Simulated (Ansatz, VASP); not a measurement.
**TiN: VASP beside Ansatz**

Contents of INCAR:

```
ALGO = Normal
EDIFF = 1E-6
ENCUT = 520
GGA = PE
ISIF = 2
ISMEAR = -1
LASPH = T
LCHARG = F
LREAL = F
LWAVE = F
NBANDS = 16
NELM = 100
PREC = Accurate
SIGMA = 0.1
```

KPOINTS

```
k-points
0
Gamma
  15 15 15
```

File POSCAR:

```
TiN
1.0
    0.0000000000      1.9035469607      1.9035469607
    1.9035469607      0.0000000000      1.9035469607
    1.9035469607      1.9035469607      0.0000000000
Ti N
1 1
Direct
    0.0000000000      0.0000000000      0.0000000000
    0.5000000000      0.5000000000      0.5000000000
```

Input for Ansatz:

```yaml
crystal:
  lattice:
    - [0.0, 1.9035469607, 1.9035469607]
    - [1.9035469607, 0.0, 1.9035469607]
    - [1.9035469607, 1.9035469607, 0.0]
  atoms:
    - { symbol: Ti, position: [0.0, 0.0, 0.0] }
    - { symbol: "N", position: [0.5, 0.5, 0.5] }
kpoints:
  mp_grid: { grid: [15, 15, 15] }
scf:
  occupations: { method: fermi_dirac, width: 0.1 }
hamiltonian:
  xc: pbe
  pseudopotentials: { kind: all_electron, lapw: { basis_error: 0.001 } }
output:
  forces: true
  stress: true
  eigenvalues: true
  populations: true
```

Change from the starting cell: volume scaled by 0.72, LAPW.

Alike in both runs: task single point; functional PBE; k mesh 15 × 15 × 15; occupations fermi-dirac, width 0.1 eV; no spin polarisation.

|  | VASP | Ansatz |
| --- | --- | --- |
| version | VASP 6.6.1 | Ansatz 0.2.0 |
| potentials or method | VASP PAW PBE potentials, release 64 (Ti_sv, N), cutoff 520 eV | all-electron LAPW, scalar-relativistic |

VASP gave:

| Property | Result |
| --- | --- |
| pressure (GPa) | 181.1 |

Estimate Ansatz's values.

pressure (GPa): 180.8.

Both programs put the cell under a high pressure, so it lies far from rest at this level. Ansatz ran all-electron here, and VASP with PAW potentials.

Noted on VASP's run: the cell as given lies far from equilibrium.
